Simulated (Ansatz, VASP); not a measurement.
# SrTiO3: VASP beside Ansatz

```xyz
5
Lattice="3.9050 0.0586 0.0586 0.0586 3.9050 0.0586 0.0586 0.0586 3.9050" Properties=species:S:1:pos:R:3 pbc="T T T"
Sr    0.0000    0.0000    0.0000
Ti    2.0111    2.0111    2.0111
O     0.0586    1.9818    1.9818
O     1.9818    0.0586    1.9818
O     1.9818    1.9818    0.0586
```

Change from the starting cell: equal xy, yz and zx shear strains of +3 %, crystal datasets.

Alike in both runs: task electric field gradients; functional PBE; k mesh 7 × 7 × 7; occupations fermi-dirac, width 0.05 eV; no spin polarisation.

```csv
,VASP,Ansatz
version,VASP 6.6.1,Ansatz 0.2.0
potentials or method,"VASP PAW PBE potentials, release 64 (Sr_sv, Ti_sv, O), cutoff 520 eV","all-electron PAW with datasets made for the crystal, scalar-relativistic"
```

|  | VASP | Ansatz | Ansatz less VASP |
| --- | --- | --- | --- |
| gap on the k mesh at the Fermi level (eV) | 1.83 | 1.85 | +0.025 |
| pressure (GPa) | 5.2 | 4.5 | -0.68 |
| traceless stress, the component that is largest in VASP (GPa) | -3.39 | -3.37 | +0.013 |
| size of Vzz on the site where it differs most (V/Å²) | 11.9 | 12.7 | +0.82 |

Ansatz ran all-electron here, and VASP with PAW potentials.
